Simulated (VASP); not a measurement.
# SnSe (Cmcm) in VASP: notebook

SnSe is run at these levels: PBE+D3(BJ); tasks: single point.

Everything below comes from runs of VASP 6.6.1. Logs are shortened: lines on timing, memory, paths and dates and some standing lists are left out, and cuts for length are marked.

**1. The cell of the first run**

It takes space group Cmcm (No. 63, orthorhombic). The conventional cell has a = 5.978 Å, b = 5.978 Å, c = 5.978 Å, α = 90.00°, β = 90.00°, γ = 90.00°. Sn (site symmetry m2m) has 6 Se at 2.81 to 3.17 Å and 2 Sn at 3.83 Å within 3.9 Å. Se (site symmetry m2m) has 6 Sn at 2.81 to 3.17 Å within 3.7 Å.

**2. Single point, PBE+D3(BJ) (atoms displaced along a vibrational mode)**

INCAR reads:

```
PREC     = Accurate       # precision mode
ENCUT    = 520            # plane-wave cutoff, eV
EDIFF    = 1E-6           # SCF threshold, eV
ISMEAR   = 0              # smearing method
SIGMA    = 0.05           # smearing width, eV
LREAL    = False          # projectors in reciprocal space
LASPH    = True           # aspherical terms in the spheres
NELM     = 60             # most SCF steps
ALGO     = Normal         # electronic algorithm
ISIF     = 2              # what is computed and relaxed
LWAVE    = False          # write WAVECAR
LCHARG   = True           # write CHGCAR
GGA      = PE             # functional
IVDW     = 12             # dispersion correction
LELF     = True           # ELF
LVHAR    = True         
NBANDS   = 28             # bands
```

KPOINTS reads:

```
Automatic mesh
0
Gamma
  8 8 6
```

POSCAR reads:

```
SnSe
1.0
    0.0000000000     -2.9887688397     -2.9887688397
    0.0000000000      2.9887688397     -2.9887688397
    5.9775376794      0.0000000000      0.0000000000
Sn Se
2 2
Direct
    0.4498121106      0.4498121106      0.5000000000
    0.0501878894      0.0501878894      0.0000000000
    0.5196877718      0.5196877718      0.0000000000
   -0.0196877718     -0.0196877718      0.5000000000
```

Potentials or basis: VASP PAW PBE potentials, release 64 (Sn_d, Se).

The run is started by

```console
$ cat potpaw_PBE.64/Sn_d/POTCAR potpaw_PBE.64/Se/POTCAR > POTCAR
$ mpirun -np 1 vasp_std > vasp.out
```

OUTCAR:

```text
PREC = Accurate
   ENCUT = 520
   EDIFF = 1E-6
   ISMEAR = 0
   LREAL = False
   LASPH = True
   NELM = 60
   ISIF = 2
   GGA = PE
   IVDW = 12
 IVDW          = 12

 ion  position               nearest neighbor table
   1  0.450  0.450  0.500-   4 2.81   4 2.99   4 2.99   3 3.02   3 3.02   4 3.17
   2  0.050  0.050  0.000-   3 2.81   3 2.99   3 2.99   4 3.02   4 3.02   3 3.17
   3  0.520  0.520  0.000-   2 2.81   2 2.99   2 2.99   1 3.02   1 3.02   2 3.17
   4  0.980  0.980  0.500-   1 2.81   1 2.99   1 2.99   2 3.02   2 3.02   1 3.17

  LATTYP: Found a simple tetragonal cell.
 ALAT       =     4.2267574279
 C/A-ratio  =     1.4142135624

  Lattice vectors:

 A1 = (   0.0000000000,  -2.9887688397,  -2.9887688397)
 A2 = (   0.0000000000,   2.9887688397,  -2.9887688397)
 A3 = (   5.9775376794,   0.0000000000,   0.0000000000)

Analysis of symmetry for initial positions (statically):
=====================================================================
 Subroutine PRICEL returns:
 Original cell was already a primitive cell.

 Routine SETGRP: Setting up the symmetry group for a
 simple tetragonal supercell.

 Subroutine GETGRP returns: Found  8 space group operations
 (whereof  4 operations were pure point group operations)
 out of a pool of 16 trial point group operations.

The static configuration has the point symmetry C_2v.
 The point group associated with its full space group is D_2h.

Analysis of symmetry for dynamics (positions and initial velocities):
=====================================================================
 Subroutine PRICEL returns:
 Original cell was already a primitive cell.

 Routine SETGRP: Setting up the symmetry group for a
 simple tetragonal supercell.

 Subroutine GETGRP returns: Found  8 space group operations
 (whereof  4 operations were pure point group operations)
 out of a pool of 16 trial point group operations.

The dynamic configuration has the point symmetry C_2v.
 The point group associated with its full space group is D_2h.

 Subroutine INISYM returns: Found  8 space group operations
 (whereof  4 operations are pure point group operations),
 and found     1 'primitive' translations

----------------------------------------------------------------------------------------

                                     Primitive cell

  volume of cell :     106.7916

  direct lattice vectors                    reciprocal lattice vectors
     0.000000000 -2.988768840 -2.988768840     0.000000000 -0.167292965 -0.167292965
     0.000000000  2.988768840 -2.988768840     0.000000000  0.167292965 -0.167292965
     5.977537679  0.000000000  0.000000000     0.167292965  0.000000000  0.000000000

  length of vectors
     4.226757428  4.226757428  5.977537679     0.236587980  0.236587980  0.167292965

  position of ions in fractional coordinates (direct lattice)
     0.449812111  0.449812111  0.500000000
     0.050187889  0.050187889  0.000000000
     0.519687772  0.519687772  0.000000000
     0.980312228  0.980312228  0.500000000

  ion indices of the primitive-cell ions
   primitive index   ion index
                 1           1
                 2           2
                 3           3
                 4           4

----------------------------------------------------------------------------------------

 KPOINTS: Automatic mesh

Automatic generation of k-mesh.
 Grid dimensions read from file:
 generate k-points for:    8    8    6

 Generating k-lattice:

  Cartesian coordinates                     Fractional coordinates (reciprocal lattice)
     0.000000000 -0.020911621 -0.020911621     0.125000000  0.000000000  0.000000000
     0.000000000  0.020911621 -0.020911621     0.000000000  0.125000000  0.000000000
     0.027882161  0.000000000  0.000000000     0.000000000  0.000000000  0.166666667

  Length of vectors
     0.029573497  0.029573497  0.027882161

  Shift w.r.t. Gamma in fractional coordinates (k-lattice)
     0.000000000  0.000000000  0.000000000

 Subroutine IBZKPT returns following result:
 ===========================================

 Found     84 irreducible k-points:

 Following reciprocal coordinates:
            Coordinates               Weight
  0.000000  0.000000  0.000000      1.000000
  0.125000  0.000000  0.000000      4.000000
  0.250000  0.000000  0.000000      4.000000
  0.375000  0.000000  0.000000      4.000000
  0.500000  0.000000  0.000000      2.000000
  0.125000  0.125000  0.000000      2.000000
[... 16 lines left out ...]
  0.125000  0.000000  0.166667      8.000000
  0.250000  0.000000  0.166667      8.000000
 [... further k-points ...]
   k-points           NKPTS =     84   k-points in BZ     NKDIM =     84   number of bands    NBANDS=     28
   number of dos      NEDOS =    301   number of ions     NIONS =      4
   total plane-waves  NPLWV =  49152
   dimension x,y,z NGX =    32 NGY =   32 NGZ =   48
   dimension x,y,z NGXF=    64 NGYF=   64 NGZF=   96
   ions per type =               2   2
   NGX,Y,Z   is equivalent  to a cutoff of  12.59, 12.59, 13.35 a.u.
   NGXF,Y,Z  is equivalent  to a cutoff of  25.17, 25.17, 26.70 a.u.
 SYSTEM =  unknown system
   PREC   = accura    normal or accurate (medium, high low for compatibility)
   ISTART =      0    job   : 0-new  1-cont  2-samecut
   ICHARG =      2    charge: 1-file 2-atom 10-const
   ISPIN  =      1    spin polarized calculation?
   LNONCOLLINEAR =      F non collinear calculations
   LSORBIT =      F    spin-orbit coupling
   LASPH  =      T    aspherical Exc in radial PAW
   ENCUT  =  520.0 eV  38.22 Ry    6.18 a.u.   7.86  7.86 11.11*2*pi/ulx,y,z
   NELM   =     60;   NELMIN=  2; NELMDL= -5     # of ELM steps
   EDIFF  = 0.1E-05   stopping-criterion for ELM
   LREAL  =      F    real-space projection
   EDIFFG = 0.1E-04   stopping-criterion for IOM
   NSW    =      0    number of steps for IOM
   IBRION =     -1    ionic relax: 0-MD 1-quasi-New 2-CG
   NFREE  =      0    steps in history (QN), initial steepest desc. (CG)
   ISIF   =      2    stress and relaxation
   ISYM   =      2    0-nonsym 1-usesym 2-fastsym
   POTIM  = 0.5000    time-step for ionic-motion
   TEBEG  =    0.0;   TEEND  =   0.0 temperature during run
   PSTRESS=    0.0 pullay stress
   NELECT =      40.0000    total number of electrons
   NUPDOWN=      -1.0000    fix difference up-down
   EMIN   =  10.00;   EMAX   =-10.00  energy-range for DOS
   EFERMI =   0.00;   METHOD = LEGACY
   ISMEAR =     0;   SIGMA  =   0.05  broadening in eV -4-tet -1-fermi 0-gaus
   EFERMI_NEDOS =   21; number of points for ismear=-14 and -15
   IALGO  =     38    algorithm
   IMIX   =      4    mixing-type and parameters
     AMIX     =   0.40;   BMIX     =  1.00
     AMIX_MAG =   1.60;   BMIX_MAG =  1.00
  volume/ion in A,a.u.               =      26.70       180.17
  Fermi-wavevector in a.u.,A,eV,Ry     =   1.180092  2.230050 18.947704  1.392617
  Thomas-Fermi vector in A             =   2.316391
   LORBIT       =      0    0 simple, 1 ext, 2 COOP (PROOUT), +10 PAW based schemes
   GGA     = PE    functional components
   LHFCALC =     F    Hartree Fock is set to
   AEXX    =    0.0000 exact exchange contribution
   IVDW    =    12    specifies the selected vdW correction
   LEPSILON=     F    determine dielectric tensor
   LRPA    =     F    only Hartree local field effects (RPA)
 non-spin polarized calculation
 Gauss-broadening in eV      SIGMA  =   0.05
  energy-cutoff  :      520.00
  volume of cell :      106.79
 maximum number of plane-waves:      2916
   NGX = 15   NGY = 15   NGZ = 23

 number of electron      40.0000000 magnetization

 Free energy of the ion-electron system (eV)
  ---------------------------------------------------
  ext. energy  EPLUGINS =         0.00000000
  ---------------------------------------------------
  free energy    TOTEN  =       -16.30044163 eV

  energy without entropy =      -16.30029612  energy(sigma->0) =      -16.30036888

 E-fermi :   6.0760     XC(G=0):  -9.6926

 val. band max:        6.0169666499   @ k =   0.5000   0.0000   0.3333
 cond. band min:       6.1351173232   @ k =   0.5000   0.0000   0.3333
 fundamental gap:      0.1181506733
 Fermi energy:         6.0760419874

 k-point     1 :       0.0000    0.0000    0.0000
  band No.  band energies     occupation
      1     -15.7975      2.00000
      2     -15.7702      2.00000
      3     -15.7689      2.00000
      4     -15.7647      2.00000
      5     -15.7626      2.00000
      6     -15.7557      2.00000
[... 20 lines left out ...]
     27      10.9036      0.00000
     28      11.7437      0.00000

 k-point     2 :       0.1250    0.0000    0.0000
  band No.  band energies     occupation
      1     -15.7957      2.00000
      2     -15.7704      2.00000
      3     -15.7688      2.00000
      4     -15.7647      2.00000
      5     -15.7606      2.00000
      6     -15.7550      2.00000
[... 20 lines left out ...]
     27      10.9544      0.00000
     28      11.7365      0.00000

 k-point     3 :       0.2500    0.0000    0.0000
  band No.  band energies     occupation
      1     -15.7912      2.00000
      2     -15.7721      2.00000
      3     -15.7688      2.00000
      4     -15.7646      2.00000
      5     -15.7568      2.00000
      6     -15.7556      2.00000
[... 20 lines left out ...]
     27      11.2392      0.00000
     28      11.9201      0.00000

 k-point     4 :       0.3750    0.0000    0.0000
  band No.  band energies     occupation
      1     -15.7864      2.00000
      2     -15.7755      2.00000
      3     -15.7686      2.00000
      4     -15.7647      2.00000
      5     -15.7588      2.00000
      6     -15.7567      2.00000
[... 578 lines left out ...]
     27      10.8917      0.00000
     28      11.6380      0.00000

 k-point    23 :       0.1250    0.0000    0.1667
  band No.  band energies     occupation
      1     -15.7938      2.00000
      2     -15.7719      2.00000
      3     -15.7669      2.00000
      4     -15.7653      2.00000
      5     -15.7593      2.00000
      6     -15.7568      2.00000
[... 20 lines left out ...]
     27      10.9714      0.00000
     28      11.7500      0.00000

 k-point    24 :       0.2500    0.0000    0.1667
  band No.  band energies     occupation
      1     -15.7897      2.00000
      2     -15.7731      2.00000
      3     -15.7676      2.00000
      4     -15.7649      2.00000
      5     -15.7579      2.00000
      6     -15.7559      2.00000
[... 20 lines left out ...]
     27      11.2483      0.00000
     28      11.9805      0.00000

 [... further k-points ...]

------------------------ aborting loop because EDIFF is reached ----------------------------------------

 Edisp (eV)   -1.44352

 E8    (eV) :    -0.6502

  FORCE on cell =-STRESS in cart. coord.  units (eV):
  Direction    XX          YY          ZZ          XY          YZ          ZX
  --------------------------------------------------------------------------------------
  -------------------------------------------------------------------------------------
  Total       0.08220    -0.02082     0.92303     0.00000     0.00000     0.00000
  in kB       1.23321    -0.31233    13.84806     0.00000     0.00000     0.00000
  external pressure =        4.92 kB  Pullay stress =        0.00 kB

 VOLUME and BASIS-vectors are now :
 -----------------------------------------------------------------------------
  energy-cutoff  :      520.00
  volume of cell :      106.79
      direct lattice vectors                 reciprocal lattice vectors
     0.000000000 -2.988768840 -2.988768840     0.000000000 -0.167292965 -0.167292965
     0.000000000  2.988768840 -2.988768840     0.000000000  0.167292965 -0.167292965
     5.977537679  0.000000000  0.000000000     0.167292965  0.000000000  0.000000000

 POSITION                                       TOTAL-FORCE (eV/Angst)
 -----------------------------------------------------------------------------------
      2.98877      0.00000     -2.68877         0.000000      0.000000     -0.400302
      0.00000      0.00000     -0.30000         0.000000      0.000000      0.400302
      0.00000      0.00000     -3.10645         0.000000      0.000000     -0.018637
      2.98877      0.00000     -5.85985         0.000000      0.000000      0.018637
 -----------------------------------------------------------------------------------
    total drift:                                0.000000     -0.000000     -0.000000

  FREE ENERGIE OF THE ION-ELECTRON SYSTEM (eV)
  ---------------------------------------------------
  free  energy   TOTEN  =       -17.7439636659 eV

  energy  without entropy=      -17.7438181545  energy(sigma->0) =      -17.74389091
```

It took 66 s on 1 thread of Intel Xeon 6975P-C (Granite Rapids), shared host; peak memory 0.36 GiB.

Results:

```yaml
Free_energy: -17.7440 eV
Pressure: 0.5 GPa
Largest_force: 0.400 eV/Å
Band_gap_on_the_k_mesh: 0.12 eV
Dispersion_energy_per_atom: -0.361 eV
```

Forces in eV/Å, atoms in the order of the input:
```
Sn   0.000  0.000 -0.400
Sn   0.000  0.000  0.400
Se   0.000  0.000 -0.019
Se   0.000  0.000  0.019
```

Caveat: the cell differs from its parent crystal (atoms displaced along a vibrational mode); semilocal functionals underestimate gaps, and a narrow one can read as zero; spin-orbit coupling is left out, which moves the levels of the heavy elements. A k mesh can miss the band edges.

**3. Single point, PBE+D3(BJ) (atoms displaced along a vibrational mode)**

INCAR reads:

```
ALGO = Normal ; EDIFF = 1E-6
ENCUT = 520 ; GGA = PE
ISIF = 2 ; ISMEAR = 0
IVDW = 12 ; LASPH = True
LCHARG = True ; LELF = True
LREAL = False ; LVHAR = True
LWAVE = False ; NBANDS = 28
NELM = 60 ; PREC = Accurate
SIGMA = 0.05
```

KPOINTS reads:

```
k-points
0
Gamma
  8 8 6
```

POSCAR reads:

```
SnSe
1.0
    0.0000000000     -2.9887688397     -2.9887688397
    0.0000000000      2.9887688397     -2.9887688397
    5.9775376794      0.0000000000      0.0000000000
Sn Se
2 2
Direct
    0.5376409171      0.5376409171      0.5000000000
   -0.0376409171     -0.0376409171      0.0000000000
    0.4852341711      0.4852341711      0.0000000000
    0.0147658289      0.0147658289      0.5000000000
```

Potentials or basis: VASP PAW PBE potentials, release 64 (Sn_d, Se).

The run is started by

```console
$ cat potpaw_PBE.64/Sn_d/POTCAR potpaw_PBE.64/Se/POTCAR > POTCAR
$ mpirun -np 1 vasp_std > vasp.out
```

It took 68 s on 1 thread of Intel Xeon 6975P-C (Granite Rapids), shared host; peak memory 0.36 GiB.

Results (log left out):

| Item | Value |
| --- | --- |
| Free energy | -17.7933 eV |
| Pressure | 0.2 GPa |
| Largest force | 0.263 eV/Å |
| Band gap on the k mesh | 0.15 eV |
| Dispersion energy per atom | -0.361 eV |

Forces in eV/Å, atoms in the order of the input:
```
Sn   0.000  0.000  0.263
Sn   0.000  0.000 -0.263
Se   0.000  0.000 -0.014
Se   0.000  0.000  0.014
```

Stress tensor (GPa, compression positive):
```
 0.03  0.00  0.00
 0.00 -0.05  0.00
 0.00  0.00  0.73
```

Levels at points of the mesh, in eV from the valence-band top:
```tsv
k point	band 17	band 18	band 19	band 20	band 21	band 22	band 23	band 24
(0.00, 0.00, 0.00)	-3.78	-2.50	-2.44	-2.35	2.48	4.23	4.42	4.56
(0.50, 0.00, 0.00)	-2.43	-2.30	-0.97	-0.55	0.99	1.11	1.65	1.67
(0.50, 0.50, 0.00)	-3.94	-3.92	-3.90	-3.82	2.28	2.78	5.28	5.33
(0.00, 0.00, 0.50)	-3.22	-3.22	-1.87	-1.87	2.00	2.00	3.39	3.39
(0.50, 0.00, 0.50)	-2.18	-2.18	-0.21	-0.21	0.40	0.40	1.12	1.12
(0.50, 0.50, 0.50)	-5.01	-5.01	-0.95	-0.95	1.34	1.34	4.63	4.63
```

Caveat: the cell differs from its parent crystal (atoms displaced along a vibrational mode); semilocal functionals underestimate gaps, and a narrow one can read as zero; spin-orbit coupling is left out, which moves the levels of the heavy elements. A k mesh can miss the band edges.

[end of part 1 of 2]
